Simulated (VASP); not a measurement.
Li2S, 3 atoms in the cell. The structure is cubic, space group Fm-3m (No. 225). The conventional cell has a = 5.573 Å, b = 5.573 Å, c = 5.573 Å, α = 90.00°, β = 90.00°, γ = 90.00°. Li (site symmetry -43m) has 4 S at 2.41 Å and 6 Li at 2.79 Å within 3.2 Å. S (site symmetry m-3m) has 8 Li at 2.41 Å within 3.2 Å. 

* Program: VASP 6.6.1
* Task: single point
* Functional: PBE
* Potentials or basis: VASP PAW PBE potentials, release 64 (Li_sv, S)
* Cutoff: 750 eV
* k mesh: 6 × 6 × 6
* Occupations: fermi-dirac, width 0.1 eV
* Spin: no spin polarisation
* Dipole correction: no
* Further INCAR settings: ALGO = Normal; EDIFF = 1e-06; NBANDS = 13

Potentials or basis: VASP PAW PBE potentials, release 64 (Li_sv, S).

Launch:

```bash
$ cat potpaw_PBE.64/Li_sv/POTCAR potpaw_PBE.64/S/POTCAR > POTCAR
$ mpirun -np 1 vasp_std > vasp.out
```

Hardware: 1 thread of Intel(R) Xeon(R) 6975P-C (Granite Rapids), on a shared host.

Q: How long does it take, and how much memory?

A: Wall time 10 s on 1 thread of Intel(R) Xeon(R) 6975P-C (Granite Rapids), with other jobs on the host, peak memory 0.19 GiB. Counts: scf iterations 13, k points 16.
